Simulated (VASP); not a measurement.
Here is a VASP 6.6.1 calculation.

The input INCAR:

```
  PREC = Accurate
  ENCUT = 520
  EDIFF = 1E-6
  ISMEAR = 0
  SIGMA = 0.1
  LREAL = F
  LASPH = T
  NELM = 80
  ALGO = Normal
  ISIF = 2
  LWAVE = F
  LCHARG = T
  GGA = PE
  LELF = T
  LVHAR = T
  NBANDS = 30
```

File KPOINTS:

```
Automatic mesh
0
Gamma
  4 8 8
```

File POSCAR:

```
Sb
1.0
   12.7278598535      0.0000000000      0.0000000000
    0.0000000000      4.3799728822      0.0000000000
    0.0000000000      0.0000000000      4.4741394969
Sb
8
Direct
    0.8642760812      0.0000000000      0.0573255103
    0.1128016260      0.5000000000      0.4903600112
    0.3642760812      0.0000000000      0.9426744897
    0.6128016260      0.5000000000      0.5096399888
    0.8871983740      0.5000000000      0.5096399888
    0.1357239188      0.0000000000      0.9426744897
    0.3871983740      0.5000000000      0.4903600112
    0.6357239188      0.0000000000      0.0573255103
```

Potentials or basis: VASP PAW PBE potentials, release 64 (Sb).

Run with:

```sh
$ cat potpaw_PBE.64/Sb/POTCAR > POTCAR
$ mpirun -np 1 vasp_std > vasp.out
```

Question: Predict the largest force.

Answer: 0.042 eV/Å.

Question: What does it give for the pressure?

Answer: 0.7 GPa.

Question: What does it give for the band gap on the k mesh?

Answer: Zero (band 20 reaches 6.90 eV, above the bottom of band 21 at 6.47 eV).

Forces in eV/Å, atoms in the order of the input:
```
Sb   0.019  0.000 -0.023
Sb   0.034  0.000 -0.024
Sb   0.019  0.000  0.023
Sb   0.034  0.000  0.024
Sb  -0.034  0.000  0.024
Sb  -0.019  0.000  0.023
Sb  -0.034  0.000 -0.024
Sb  -0.019  0.000 -0.023
```

Caveat: spin-orbit coupling is left out, which moves the levels of the heavy elements.
